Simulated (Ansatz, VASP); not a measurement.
**One calculation of HfN, two programs**

```xyz
2
Lattice="0.0000 2.2251 2.2929 2.2251 0.0000 2.2929 2.2251 2.2251 0.0000" Properties=species:S:1:pos:R:3 pbc="T T T"
Hf    0.0000    0.0000    0.0000
N     2.2251    2.2251    2.2929
```

Change from the starting cell: strain -0.015 along x and y, +0.015 along z, atoms carried along.

Alike in both runs: task single point; functional PBE; k mesh 18 × 18 × 18; occupations gaussian, width 0.15 eV; no spin polarisation.

|  | VASP | Ansatz |
| --- | --- | --- |
| version | VASP 6.6.1 | Ansatz 0.2.0 |
| potentials or method | VASP PAW PBE potentials, release 64 (Hf_pv, N), cutoff 520 eV | scalar-relativistic, plane waves, PAW |
| valence electrons in the cell | 15 | 31 |

Ansatz gave:

- gap on the k mesh at the Fermi level (eV): none
- pressure (GPa): 10.5
- traceless stress, the component that is largest in VASP (GPa): -10.30

Question: What did VASP give for the same quantities?

Answer: gap on the k mesh at the Fermi level (eV): none; pressure (GPa): 8.1; traceless stress, the component that is largest in VASP (GPa): -10.20.

A gap of «none» marks a metal or a gap that the smearing closes. With one functional, cell and mesh, what is left measures potentials, basis and numerics. VASP's potentials hold 15 valence electrons a cell and Ansatz's 31, so a difference there can come from the potentials and not from the codes.

Spin-orbit coupling is off throughout.
